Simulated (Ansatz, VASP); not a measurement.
## Cu in VASP and in Ansatz

The input INCAR:

```
SYSTEM = Cu
PREC = Accurate
ENCUT = 600
EDIFF = 1E-7
ISMEAR = -1
SIGMA = 0.05
LREAL = .FALSE.
LASPH = .TRUE.
NELM = 80
ALGO = Normal
ISIF = 3
LWAVE = .FALSE.
LCHARG = .FALSE.
GGA = PS
IBRION = 2
NSW = 60
EDIFFG = -0.01
```

File KPOINTS:

```
Automatic mesh
0
G
  13 13 13
  0 0 0
```

File POSCAR:

```
Cu
1.0
   -1.4427933200      1.4427933200      1.3760814500
    1.4427933200     -1.4427933200      1.3760814500
    1.4427933200      1.4427933200     -1.3760814500
Cu
1
Direct
    0.0000000000      0.0000000000      0.0000000000
```

File input.yaml:

```yaml
crystal:
  lattice:
    - [-1.44279332, 1.44279332, 1.37608145]
    - [1.44279332, -1.44279332, 1.37608145]
    - [1.44279332, 1.44279332, -1.37608145]
  atoms:
    - { symbol: Cu, position: [0.0, 0.0, 0.0] }
hamiltonian:
  xc: pbesol
  pseudopotentials: { kind: paw }
kpoints:
  mp_grid: { grid: [13, 13, 13] }
scf:
  occupations: { method: fermi_dirac, width: 0.05 }
output:
  forces: true
  stress: true
  eigenvalues: true
relax:
  f_tol: 0.01
  max_steps: 40
  cell: { stress_tol: 0.05 }
```

Alike in both runs: task relaxation of cell and atoms; functional PBEsol; k mesh 13 × 13 × 13; occupations fermi-dirac, width 0.05 eV; no spin polarisation.

```csv
,VASP,Ansatz
version,VASP 6.6.1,Ansatz 0.2.0
potentials or method,"VASP PAW PBE potentials, release 64 (Cu)",Ansatz PAW
plane-wave cutoff (eV),600,420
valence electrons in the cell,11,19
```

```csv
,VASP,Ansatz,Ansatz less VASP
"gap on the k mesh at the Fermi level, each at its own relaxed structure (eV)",none,none,-
relaxed volume (Å³/atom),11.41,11.36,-0.055
relaxed length of the cell vector where the two differ most in proportion (Å),2.458,2.454,-0.0040
```

VASP's potentials were made for PBE, not for PBEsol. A gap of «none» marks a metal or a gap that the smearing closes. VASP's potentials hold 11 valence electrons a cell and Ansatz's 19, so a difference there can come from the potentials and not from the codes.

Noted on Ansatz's run: the plane-wave basis is chosen anew once the cell has moved, so the energies of steps on either side of that aren't comparable.
